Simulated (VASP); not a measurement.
Cs2AgBiBr6:

```
Bi Cs Ag Br
1.0
     0.00000    5.61610    5.61610
     5.61610    0.00000    5.61610
     5.61610    5.61610    0.00000
Bi Cs Ag Br
1 2 1 6
Cartesian
  0.0000 0.0000 0.0000
  8.4242 8.4242 8.4242
  2.8081 2.8081 2.8081
  5.6161 5.6161 5.6161
  5.6161 5.6161 8.4180
  5.6161 5.6161 2.8142
  2.8142 5.6161 5.6161
  5.6161 8.4180 5.6161
  8.4180 5.6161 5.6161
  5.6161 2.8142 5.6161
```

Base run:

| Property | Result |
| --- | --- |
| Program | VASP 6.6.1 |
| Functional | LDA |
| Potentials or basis | VASP PAW LDA potentials, release 64 (Bi_d, Cs_sv, Ag, Br) |
| Cutoff | 520 eV |
| k mesh | 4 × 4 × 4 |
| Occupations | fermi-dirac, width 0.05 eV |
| Spin | no spin polarisation |

Its results: band gap on the k mesh 1.11 eV (least direct gap 2.34 eV); pressure -1.4 GPa; largest force 0.340 eV/Å.

Task: The run is repeated on the same cell with these changes: hubbard terms from none to Ag d U = 8.0 eV. What comes out?

Result: Band gap on the k mesh 1.68 eV (least direct gap 2.58 eV); pressure -1.5 GPa; largest force 0.315 eV/Å.

The U term pushes filled and empty states of the shell apart.

Caveats: spin-orbit coupling is left out, which moves the levels of the heavy elements.

A k mesh can miss the band edges.
